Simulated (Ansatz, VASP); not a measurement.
# Zr: VASP beside Ansatz

```
CELL_PARAMETERS angstrom
-1.81000 1.81000 1.81000
1.81000 -1.81000 1.81000
1.81000 1.81000 -1.81000
ATOMIC_POSITIONS crystal
Zr 0.00000 0.00000 0.00000
```

Alike in both runs: functional PBEsol; k mesh 10 × 10 × 10; occupations gaussian, width 0.01 eV; collinear spin.

|  | VASP | Ansatz |
| --- | --- | --- |
| version | VASP 6.6.1 | Ansatz 0.2.0 |
| potentials or method | VASP PAW PBE potentials, release 64 (Zr_sv), cutoff 520 eV | all-electron LAPW, scalar-relativistic |
| task | single point | projected density of states |

```csv
,VASP,Ansatz,Ansatz less VASP
gap on the k mesh at the Fermi level (eV),none,none,-
pressure (GPa),-6.9,-7.0,-0.02
net moment per atom (μB),0.08,0.08,-0.001
size of the moment on the site where the two differ most (μB),0.04,0.06,+0.018
```

VASP's potentials were made for PBE, not for PBEsol. Site moments also hang on the region over which each program counts them. A gap of «none» marks a metal or a gap that the smearing closes. Ansatz ran all-electron here, and VASP with PAW potentials.
